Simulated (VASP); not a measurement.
Crystal: GaN.

```
Ga N
1.0
     3.18000    0.00000    0.00000
    -1.59000    2.75396    0.00000
     0.00000    0.00000    5.16600
Ga N
2 2
Cartesian
  0.0000 1.8360 0.0204
  1.5900 0.9180 2.6034
  0.0000 1.8360 1.9686
  1.5900 0.9180 4.5516
```

Base run:

```yaml
Program: VASP 6.6.1
Functional: PBEsol
Potentials_or_basis: VASP PAW PBE potentials, release 64 (Ga_d, N)
Cutoff: 520 eV
k_mesh: 11 × 11 × 6
Occupations: fermi-dirac, width 0.02 eV
Spin: no spin polarisation
```

Its results: band gap on the k mesh 1.94 eV; pressure 0.8 GPa.

Problem. The run is repeated on the same cell with these changes: functional from PBEsol to PBE; further incar settings from ALGO = Normal; EDIFF = 1e-08; NBANDS = 26 to ALGO = Normal; EDIFF = 1e-07; NBANDS = 26. What comes out?

Solution. Band gap on the k mesh 1.99 eV; pressure 7.3 GPa.

Caveats: the PAW data sets were made with another functional, which shifts forces and pressure a little (at least some runs); the cell stands under pressure (at least some runs).

